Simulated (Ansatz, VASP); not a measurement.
**Ni3F: VASP beside Ansatz**

```
Ni F
1.0
     0.00000    2.81470    2.81470
     2.81470    0.00000    2.81470
     2.81470    2.81470    0.00000
Ni F
3 1
Direct
  0.50000 0.50000 0.50000
  0.25000 0.25000 0.25000
  0.75000 0.75000 0.75000
  0.00000 0.00000 0.00000
```

Alike in both runs: functional PBE; k mesh 14 × 14 × 14; occupations gaussian, width 0.1 eV; collinear spin.

Ansatz relaxed the structure, and its values are those at the end. VASP's run is a single point on that final structure, the one shown.

```csv
,VASP,Ansatz
version,VASP 6.6.1,Ansatz 0.2.0
potentials or method,"VASP PAW PBE potentials, release 64 (Ni, F), cutoff 520 eV","scalar-relativistic, plane waves, PAW"
valence electrons in the cell,37,61
```

Ansatz gave:

* gap on the k mesh at the Fermi level (eV): none
* pressure (GPa): 0.0
* net moment per atom (μB): 0.61
* size of the moment on the site where the two differ most (μB): 0.86

Q: Estimate VASP's values.

A: gap on the k mesh at the Fermi level (eV): none; pressure (GPa): -0.2; net moment per atom (μB): 0.61; size of the moment on the site where the two differ most (μB): 0.81.

Site moments also hang on the region over which each program counts them. A gap of «none» marks a metal or a gap that the smearing closes. With one functional, cell and mesh, what is left measures potentials, basis and numerics. VASP's potentials hold 37 valence electrons a cell and Ansatz's 61, so a difference there can come from the potentials and not from the codes.
